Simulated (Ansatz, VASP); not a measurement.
## YSi2: VASP beside Ansatz

```xyz
3
Lattice="3.8043 0.0000 0.0000 -1.9021 3.2946 0.0000 0.0000 0.0000 4.1122" Properties=species:S:1:pos:R:3 pbc="T T T"
Y     0.0000    0.0000    0.0000
Si    0.0000    2.1964    2.0561
Si    1.9021    1.0982    2.0561
```

Change from the starting cell: volume scaled by 0.98.

Alike in both runs: task single point; functional PBEsol; k mesh 12 × 12 × 10; occupations fermi-dirac, width 0.05 eV; no spin polarisation.

|  | VASP | Ansatz |
| --- | --- | --- |
| version | VASP 6.6.1 | Ansatz 0.2.0 |
| potentials or method | VASP PAW PBE potentials, release 64 (Y_sv, Si), cutoff 520 eV | all-electron LAPW, scalar-relativistic |

```tsv
	VASP	Ansatz	Ansatz less VASP
pressure (GPa)	12.3	12.2	-0.12
traceless stress, the component that is largest in VASP (GPa)	-12.74	-12.62	+0.116
```

VASP's potentials were made for PBE, not for PBEsol. Ansatz ran all-electron here, and VASP with PAW potentials.
